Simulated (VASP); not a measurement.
# WSe2 (P6_3/mmc) in VASP: a series of runs

The runs below take WSe2 through single point, with PBE+D3(BJ).

Program: VASP 6.6.1. These are calculated values, not measurements. Logs are shortened: lines on timing, memory, paths and dates and some standing lists are left out, and cuts for length are marked.

**What was measured.**

From “Time-resolved XUV ARPES with tunable 24–33 eV laser pulses at 30 meV resolution”, 2019, pmc:6684652, for a bulk crystal of WSe2: band gap 1.3 eV (indirect).

The runs below are set against these values where they give the same quantity.

### 1 The cell of the first run

It takes space group P6_3/mmc (No. 194, hexagonal). Conventional cell: a = 3.180 Å, b = 3.180 Å, c = 11.967 Å, α = 90.00°, β = 90.00°, γ = 120.00°. W (site symmetry -6m2) has 6 Se at 2.50 Å and 6 W at 3.18 Å within 3.3 Å. Within 3.3 Å of Se (site symmetry 3m) lie 3 W at 2.50 Å and 9 Se at 3.18 Å.

### 2 Single point, PBE+D3(BJ) (volume scaled by 0.88, then relaxed in part)

The input, INCAR:

```
  ALGO = Normal
  EDIFF = 1E-6
  ENCUT = 520
  GGA = PE
  ISIF = 2
  ISMEAR = 0
  IVDW = 12
  LASPH = True
  LCHARG = False
  LREAL = False
  LWAVE = False
  NBANDS = 35
  NELM = 80
  PREC = Accurate
  SIGMA = 0.02
```

The input, KPOINTS:

```
k-points
0
Gamma
  9 9 2
```

The input, POSCAR:

```
WSe2
1.0
    3.1798591449      0.0000000000      0.0000000000
   -1.5899295725      2.7538387999      0.0000000000
    0.0000000000      0.0000000000     11.9666821632
W Se
2 4
Direct
    0.3333333333      0.6666666667      0.2500000000
    0.6666666667      0.3333333333      0.7500000000
    0.3333333333      0.6666666667      0.6083168254
    0.6666666667      0.3333333333      0.1083168254
    0.3333333333      0.6666666667      0.8916831746
    0.6666666667      0.3333333333      0.3916831746
```

Potentials or basis: VASP PAW PBE potentials, release 64 (W_sv, Se).

The run is started by

```sh
cat potpaw_PBE.64/W_sv/POTCAR potpaw_PBE.64/Se/POTCAR > POTCAR
mpirun -np 1 vasp_std > vasp.out
```

OUTCAR:

```text
EDIFF = 1E-6
   ENCUT = 520
   GGA = PE
   ISIF = 2
   ISMEAR = 0
   IVDW = 12
   LASPH = True
   LREAL = False
   NELM = 80
   PREC = Accurate
 IVDW          = 12

 ion  position               nearest neighbor table
   1  0.333  0.667  0.250-   4 2.50   6 2.50   4 2.50   6 2.50   4 2.50   6 2.50
   2  0.667  0.333  0.750-   3 2.50   5 2.50   3 2.50   5 2.50   3 2.50   5 2.50
   3  0.333  0.667  0.608-   2 2.50   2 2.50   2 2.50
   4  0.667  0.333  0.108-   1 2.50   1 2.50   1 2.50
   5  0.333  0.667  0.892-   2 2.50   2 2.50   2 2.50
   6  0.667  0.333  0.392-   1 2.50   1 2.50   1 2.50

  LATTYP: Found a hexagonal cell.
 ALAT       =     3.1798591449
 C/A-ratio  =     3.7632742892

  Lattice vectors:

 A1 = (   3.1798591449,   0.0000000000,   0.0000000000)
 A2 = (  -1.5899295725,   2.7538387999,   0.0000000000)
 A3 = (   0.0000000000,   0.0000000000,  11.9666821632)

Analysis of symmetry for initial positions (statically):
=====================================================================
 Subroutine PRICEL returns:
 Original cell was already a primitive cell.

 Routine SETGRP: Setting up the symmetry group for a
 hexagonal supercell.

 Subroutine GETGRP returns: Found 24 space group operations
 (whereof 12 operations were pure point group operations)
 out of a pool of 24 trial point group operations.

The static configuration has the point symmetry D_3d.
 The point group associated with its full space group is D_6h.

Analysis of symmetry for dynamics (positions and initial velocities):
=====================================================================
 Subroutine PRICEL returns:
 Original cell was already a primitive cell.

 Routine SETGRP: Setting up the symmetry group for a
 hexagonal supercell.

 Subroutine GETGRP returns: Found 24 space group operations
 (whereof 12 operations were pure point group operations)
 out of a pool of 24 trial point group operations.

The dynamic configuration has the point symmetry D_3d.
 The point group associated with its full space group is D_6h.

 Subroutine INISYM returns: Found 24 space group operations
 (whereof 12 operations are pure point group operations),
 and found     1 'primitive' translations

----------------------------------------------------------------------------------------

                                     Primitive cell

  volume of cell :     104.7901

  direct lattice vectors                    reciprocal lattice vectors
     3.179859145  0.000000000  0.000000000     0.314479338  0.181564731  0.000000000
    -1.589929572  2.753838800  0.000000000     0.000000000  0.363129461  0.000000000
     0.000000000  0.000000000 11.966682163     0.000000000  0.000000000  0.083565351

  length of vectors
     3.179859145  3.179859145 11.966682163     0.363129461  0.363129461  0.083565351

  position of ions in fractional coordinates (direct lattice)
     0.333333333  0.666666667  0.250000000
     0.666666667  0.333333333  0.750000000
     0.333333333  0.666666667  0.608316825
     0.666666667  0.333333333  0.108316825
     0.333333333  0.666666667  0.891683175
     0.666666667  0.333333333  0.391683175

  ion indices of the primitive-cell ions
   primitive index   ion index
                 1           1
                 2           2
                 3           3
                 4           4
                 5           5
                 6           6

----------------------------------------------------------------------------------------

 KPOINTS: k-points

Automatic generation of k-mesh.
 Grid dimensions read from file:
 generate k-points for:    9    9    2

 Generating k-lattice:

  Cartesian coordinates                     Fractional coordinates (reciprocal lattice)
     0.034942149  0.020173859  0.000000000     0.111111111  0.000000000  0.000000000
     0.000000000  0.040347718  0.000000000     0.000000000  0.111111111  0.000000000
     0.000000000  0.000000000  0.041782676     0.000000000  0.000000000  0.500000000

  Length of vectors
     0.040347718  0.040347718  0.041782676

  Shift w.r.t. Gamma in fractional coordinates (k-lattice)
     0.000000000  0.000000000  0.000000000

 Subroutine IBZKPT returns following result:
 ===========================================

 Found     24 irreducible k-points:

 Following reciprocal coordinates:
            Coordinates               Weight
  0.000000  0.000000  0.000000      1.000000
  0.111111  0.000000  0.000000      6.000000
  0.222222  0.000000  0.000000      6.000000
  0.333333 -0.000000  0.000000      6.000000
  0.444444  0.000000  0.000000      6.000000
  0.111111  0.111111  0.000000      6.000000
[... 16 lines left out ...]
  0.333333  0.222222  0.500000     12.000000
  0.333333  0.333333  0.500000      2.000000
   k-points           NKPTS =     24   k-points in BZ     NKDIM =     24   number of bands    NBANDS=     35
   number of dos      NEDOS =    301   number of ions     NIONS =      6
   total plane-waves  NPLWV =  51840
   dimension x,y,z NGX =    24 NGY =   24 NGZ =   90
   dimension x,y,z NGXF=    48 NGYF=   48 NGZF=  180
   ions per type =               2   4
   NGX,Y,Z   is equivalent  to a cutoff of  12.55, 12.55, 12.50 a.u.
   NGXF,Y,Z  is equivalent  to a cutoff of  25.09, 25.09, 25.01 a.u.
 SYSTEM =  unknown system
   PREC   = accura    normal or accurate (medium, high low for compatibility)
   ISTART =      0    job   : 0-new  1-cont  2-samecut
   ICHARG =      2    charge: 1-file 2-atom 10-const
   ISPIN  =      1    spin polarized calculation?
   LNONCOLLINEAR =      F non collinear calculations
   LSORBIT =      F    spin-orbit coupling
   LASPH  =      T    aspherical Exc in radial PAW
   ENCUT  =  520.0 eV  38.22 Ry    6.18 a.u.   5.91  5.91 22.25*2*pi/ulx,y,z
   NELM   =     80;   NELMIN=  2; NELMDL= -5     # of ELM steps
   EDIFF  = 0.1E-05   stopping-criterion for ELM
   LREAL  =      F    real-space projection
   EDIFFG = 0.1E-04   stopping-criterion for IOM
   NSW    =      0    number of steps for IOM
   IBRION =     -1    ionic relax: 0-MD 1-quasi-New 2-CG
   NFREE  =      0    steps in history (QN), initial steepest desc. (CG)
   ISIF   =      2    stress and relaxation
   ISYM   =      2    0-nonsym 1-usesym 2-fastsym
   POTIM  = 0.5000    time-step for ionic-motion
   TEBEG  =    0.0;   TEEND  =   0.0 temperature during run
   PSTRESS=    0.0 pullay stress
   NELECT =      52.0000    total number of electrons
   NUPDOWN=      -1.0000    fix difference up-down
   EMIN   =  10.00;   EMAX   =-10.00  energy-range for DOS
   EFERMI =   0.00;   METHOD = LEGACY
   ISMEAR =     0;   SIGMA  =   0.02  broadening in eV -4-tet -1-fermi 0-gaus
   EFERMI_NEDOS =   21; number of points for ismear=-14 and -15
   IALGO  =     38    algorithm
   IMIX   =      4    mixing-type and parameters
     AMIX     =   0.40;   BMIX     =  1.00
     AMIX_MAG =   1.60;   BMIX_MAG =  1.00
  volume/ion in A,a.u.               =      17.47       117.86
  Fermi-wavevector in a.u.,A,eV,Ry     =   1.296092  2.449259 22.855814  1.679855
  Thomas-Fermi vector in A             =   2.427570
   LORBIT       =      0    0 simple, 1 ext, 2 COOP (PROOUT), +10 PAW based schemes
   GGA     = PE    functional components
   LHFCALC =     F    Hartree Fock is set to
   AEXX    =    0.0000 exact exchange contribution
   IVDW    =    12    specifies the selected vdW correction
   LEPSILON=     F    determine dielectric tensor
   LRPA    =     F    only Hartree local field effects (RPA)
 non-spin polarized calculation
 Gauss-broadening in eV      SIGMA  =   0.02
  energy-cutoff  :      520.00
  volume of cell :      104.79
 maximum number of plane-waves:      2850
 NGX is ok and might be reduce to    24
   NGX = 11   NGY = 11   NGZ = 45

 number of electron      52.0000002 magnetization

 Free energy of the ion-electron system (eV)
  ---------------------------------------------------
  ext. energy  EPLUGINS =         0.00000000
  ---------------------------------------------------
  free energy    TOTEN  =       -42.24255151 eV

  energy without entropy =      -42.24255151  energy(sigma->0) =      -42.24255151

 E-fermi :   8.4860     XC(G=0): -11.6599

 val. band max:        8.2887752279   @ k =   0.0000   0.0000   0.0000
 cond. band min:       8.8925195923   @ k =   0.2222   0.1111   0.0000
 fundamental gap:      0.6037443644
 Fermi energy:         8.4860071043

 k-point     1 :       0.0000    0.0000    0.0000
  band No.  band energies     occupation
      1     -66.1203      2.00000
      2     -66.1203      2.00000
      3     -30.4549      2.00000
      4     -30.4547      2.00000
      5     -30.2213      2.00000
      6     -30.2213      2.00000
[... 27 lines left out ...]
     34      11.3878      0.00000
     35      13.3574      0.00000

 k-point     2 :       0.1111    0.0000    0.0000
  band No.  band energies     occupation
      1     -66.1183      2.00000
      2     -66.1183      2.00000
      3     -30.4471      2.00000
      4     -30.4470      2.00000
      5     -30.2615      2.00000
      6     -30.2614      2.00000
[... 27 lines left out ...]
     34      11.4645      0.00000
     35      14.3422      0.00000

 k-point     3 :       0.2222    0.0000    0.0000
  band No.  band energies     occupation
      1     -66.1133      2.00000
      2     -66.1132      2.00000
      3     -30.4274      2.00000
      4     -30.4273      2.00000
      5     -30.3618      2.00000
      6     -30.3618      2.00000
[... 27 lines left out ...]
     34      12.2081      0.00000
     35      14.7844      0.00000
[... 723 lines left out ...]
 k-point    23 :       0.3333    0.2222    0.5000
  band No.  band energies     occupation
      1     -66.1021      2.00000
      2     -66.1021      2.00000
      3     -30.5057      2.00000
      4     -30.5057      2.00000
      5     -30.3836      2.00000
      6     -30.3836      2.00000
[... 27 lines left out ...]
     34      12.6621      0.00000
     35      14.3111      0.00000

 k-point    24 :       0.3333    0.3333    0.5000
  band No.  band energies     occupation
      1     -66.1011      2.00000
      2     -66.1011      2.00000
      3     -30.4704      2.00000
      4     -30.4704      2.00000
      5     -30.4389      2.00000
      6     -30.4389      2.00000
[... 27 lines left out ...]
     34      12.6391      0.00000
     35      14.9567      0.00000

------------------------ aborting loop because EDIFF is reached ----------------------------------------

 Edisp (eV)   -3.26334

 E8    (eV) :    -1.4571

  FORCE on cell =-STRESS in cart. coord.  units (eV):
  Direction    XX          YY          ZZ          XY          YZ          ZX
  --------------------------------------------------------------------------------------
  -------------------------------------------------------------------------------------
  Total       7.50745     7.50745     7.65144    -0.00000    -0.00000    -0.00000
  in kB     114.78440   114.78440   116.98599    -0.00000    -0.00000    -0.00000
  external pressure =      115.52 kB  Pullay stress =        0.00 kB

 VOLUME and BASIS-vectors are now :
 -----------------------------------------------------------------------------
  energy-cutoff  :      520.00
  volume of cell :      104.79
      direct lattice vectors                 reciprocal lattice vectors
     3.179859145  0.000000000  0.000000000     0.314479338  0.181564731  0.000000000
    -1.589929572  2.753838800  0.000000000     0.000000000  0.363129461  0.000000000
     0.000000000  0.000000000 11.966682163     0.000000000  0.000000000  0.083565351

 POSITION                                       TOTAL-FORCE (eV/Angst)
 -----------------------------------------------------------------------------------
     -0.00000      1.83589      2.99167         0.000000     -0.000000     -0.000000
      1.58993      0.91795      8.97501        -0.000000      0.000000     -0.000000
     -0.00000      1.83589      7.27953        -0.000000      0.000000     -0.057078
      1.58993      0.91795      1.29619         0.000000      0.000000     -0.057078
     -0.00000      1.83589     10.67049        -0.000000     -0.000000      0.057078
      1.58993      0.91795      4.68715         0.000000     -0.000000      0.057078
 -----------------------------------------------------------------------------------
    total drift:                               -0.000000      0.000000     -0.000000

  FREE ENERGIE OF THE ION-ELECTRON SYSTEM (eV)
  ---------------------------------------------------
  free  energy   TOTEN  =       -45.5058904072 eV

  energy  without entropy=      -45.5058904072  energy(sigma->0) =      -45.50589041
```

Wall time 2.1 min (1 thread of AMD EPYC 7R43 (Zen 3), shared host); peak memory 0.22 GiB.

What came out:

```
Free energy                : -45.5059 eV
Pressure                   : 11.6 GPa
Largest force              : 0.057 eV/Å
Band gap on the k mesh     : 0.60 eV, indirect (least direct gap 1.25 eV)
Dispersion energy per atom : -0.544 eV
```

Forces in eV/Å, atoms in the order of the input:
```
W    0.000  0.000  0.000
W    0.000  0.000  0.000
Se   0.000  0.000 -0.057
Se   0.000  0.000 -0.057
Se   0.000  0.000  0.057
Se   0.000  0.000  0.057
```

Caveat: spin-orbit coupling is left out, which moves the levels of the heavy elements. A k mesh can miss the band edges.

### 3 Single point, PBE+D3(BJ) (volume scaled by 0.91, then relaxed in part)

The input, INCAR:

```
ALGO = Normal ; EDIFF = 1E-7
ENCUT = 520 ; GGA = PE
ISIF = 2 ; ISMEAR = 0
IVDW = 12 ; LASPH = T
LCHARG = T ; LELF = T
LREAL = F ; LVHAR = T
LWAVE = F ; NBANDS = 35
NELM = 100 ; PREC = Accurate
SIGMA = 0.02
```

KPOINTS is that of step 2.

The input, POSCAR:

```
WSe2
1.0
    3.2104965213      0.0000000000      0.0000000000
   -1.6052482607      2.7803715462      0.0000000000
    0.0000000000      0.0000000000     12.1395848465
W Se
2 4
Direct
    0.3333333333      0.6666666667      0.2500000000
    0.6666666667      0.3333333333      0.7500000000
    0.3333333333      0.6666666667      0.6105976787
    0.6666666667      0.3333333333      0.1105976787
    0.3333333333      0.6666666667      0.8894023213
    0.6666666667      0.3333333333      0.3894023213
```

Potentials or basis: VASP PAW PBE potentials, release 64 (W_sv, Se).

The run is started by

```sh
cat potpaw_PBE.64/W_sv/POTCAR potpaw_PBE.64/Se/POTCAR > POTCAR
mpirun -np 1 vasp_std > vasp.out
```

Run time: 2.3 min. Hardware: 1 thread of AMD EPYC 7R43 (Zen 3), shared host; peak memory 0.23 GiB.

Results (log left out):

* Free energy: -45.7130 eV
* Pressure: 7.6 GPa
* Largest force: 0.053 eV/Å
* Band gap on the k mesh: 0.71 eV, indirect (least direct gap 1.44 eV)
* Dispersion energy per atom: -0.525 eV

Forces in eV/Å, atoms in the order of the input:
```
W    0.000  0.000  0.000
W    0.000  0.000  0.000
Se   0.000  0.000 -0.053
Se   0.000  0.000 -0.053
Se   0.000  0.000  0.053
Se   0.000  0.000  0.053
```

Stress tensor (GPa, compression positive):
```
7.53 0.00 0.00
0.00 7.53 0.00
0.00 0.00 7.74
```

Levels at points of the mesh, in eV from the valence-band top:
| k point | band 23 | band 24 | band 25 | band 26 | band 27 | band 28 | band 29 | band 30 |
| --- | --- | --- | --- | --- | --- | --- | --- | --- |
| (0.00, 0.00, 0.00) | -1.47 | -1.47 | -0.60 | 0.00 | 2.53 | 2.53 | 2.59 | 2.59 |
| (0.00, 0.00, 0.50) | -1.55 | -1.55 | -0.15 | -0.15 | 2.56 | 2.56 | 2.56 | 2.56 |

Caveat: spin-orbit coupling is left out, which moves the levels of the heavy elements. A k mesh can miss the band edges.

### 4 Single point, PBE+D3(BJ) (volume scaled by 0.94, then relaxed in part)

The input, INCAR:

```
ALGO = Normal ; EDIFF = 1E-6
ENCUT = 520 ; GGA = PE
ISIF = 2 ; ISMEAR = 0
IVDW = 12 ; LASPH = T
LCHARG = F ; LREAL = F
LWAVE = F ; NBANDS = 35
NELM = 100 ; PREC = Accurate
SIGMA = 0.02
```

KPOINTS is that of step 3.

The input, POSCAR:

```
WSe2
1.0
    3.2369641978      0.0000000000      0.0000000000
   -1.6184820989      2.8032932265      0.0000000000
    0.0000000000      0.0000000000     12.3355611805
W Se
2 4
Direct
    0.3333333333      0.6666666667      0.2500000000
    0.6666666667      0.3333333333      0.7500000000
    0.3333333333      0.6666666667      0.6130370101
    0.6666666667      0.3333333333      0.1130370101
    0.3333333333      0.6666666667      0.8869629899
    0.6666666667      0.3333333333      0.3869629899
```

Potentials or basis: VASP PAW PBE potentials, release 64 (W_sv, Se).

The run is started by

```sh
cat potpaw_PBE.64/W_sv/POTCAR potpaw_PBE.64/Se/POTCAR > POTCAR
mpirun -np 1 vasp_std > vasp.out
```

OUTCAR:

```text
EDIFF = 1E-6
   ENCUT = 520
   GGA = PE
   ISIF = 2
   ISMEAR = 0
   IVDW = 12
   LASPH = T
   LREAL = F
   NELM = 100
   PREC = Accurate
 IVDW          = 12

 ion  position               nearest neighbor table
   1  0.333  0.667  0.250-   4 2.52   6 2.52   4 2.52   6 2.52   4 2.52   6 2.52
   2  0.667  0.333  0.750-   3 2.52   5 2.52   3 2.52   5 2.52   3 2.52   5 2.52
   3  0.333  0.667  0.613-   2 2.52   2 2.52   2 2.52
   4  0.667  0.333  0.113-   1 2.52   1 2.52   1 2.52
[... 1124 lines left out ...]
  -------------------------------------------------------------------------------------
  Total       3.11469     3.11469     3.20061     0.00000     0.00000     0.00000
  in kB      44.58211    44.58211    45.81183     0.00000     0.00000     0.00000
  external pressure =       44.99 kB  Pullay stress =        0.00 kB

 VOLUME and BASIS-vectors are now :
 -----------------------------------------------------------------------------
  energy-cutoff  :      520.00
  volume of cell :      111.93
      direct lattice vectors                 reciprocal lattice vectors
     3.236964198  0.000000000  0.000000000     0.308931437  0.178361648  0.000000000
    -1.618482099  2.803293227  0.000000000     0.000000000  0.356723296  0.000000000
     0.000000000  0.000000000 12.335561180     0.000000000  0.000000000  0.081066438

 POSITION                                       TOTAL-FORCE (eV/Angst)
 -----------------------------------------------------------------------------------
     -0.00000      1.86886      3.08389         0.000000     -0.000000      0.000000
      1.61848      0.93443      9.25167        -0.000000      0.000000      0.000000
     -0.00000      1.86886      7.56216        -0.000000     -0.000000     -0.050626
      1.61848      0.93443      1.39437         0.000000     -0.000000     -0.050626
     -0.00000      1.86886     10.94119        -0.000000     -0.000000      0.050626
      1.61848      0.93443      4.77341         0.000000      0.000000      0.050626
 -----------------------------------------------------------------------------------
    total drift:                               -0.000000      0.000000     -0.000000

  FREE ENERGIE OF THE ION-ELECTRON SYSTEM (eV)
  ---------------------------------------------------
  free  energy   TOTEN  =       -45.8418025310 eV

  energy  without entropy=      -45.8418025310  energy(sigma->0) =      -45.84180253
```

Run time: 2.8 min. Hardware: 1 thread of AMD EPYC 7R43 (Zen 3), shared host; peak memory 0.23 GiB.

Results:

| Property | Result |
| --- | --- |
| Free energy | -45.8418 eV |
| Pressure | 4.5 GPa |
| Largest force | 0.051 eV/Å |
| Band gap on the k mesh | 0.81 eV, indirect (least direct gap 1.61 eV) |
| Dispersion energy per atom | -0.507 eV |

Forces on the atoms (eV/Å):
```
W    0.000  0.000  0.000
W    0.000  0.000  0.000
Se   0.000  0.000 -0.051
Se   0.000  0.000 -0.051
Se   0.000  0.000  0.051
Se   0.000  0.000  0.051
```

Stress tensor (GPa, compression positive):
```
4.46 0.00 0.00
0.00 4.46 0.00
0.00 0.00 4.58
```

Levels at points of the mesh, in eV from the valence-band top:
| k point | band 22 | band 23 | band 24 | band 25 | band 26 | band 27 | band 28 | band 29 | band 30 | band 31 |
| --- | --- | --- | --- | --- | --- | --- | --- | --- | --- | --- |
| (0.00, 0.00, 0.00) | -1.48 | -1.48 | -1.47 | -0.71 | 0.00 | 2.58 | 2.58 | 2.60 | 2.60 | 2.70 |
| (0.00, 0.00, 0.50) | -1.53 | -1.53 | -1.53 | -0.17 | -0.17 | 2.58 | 2.58 | 2.58 | 2.58 | 2.86 |

Caveat: spin-orbit coupling is left out, which moves the levels of the heavy elements. A k mesh can miss the band edges.

[end of part 1 of 2]
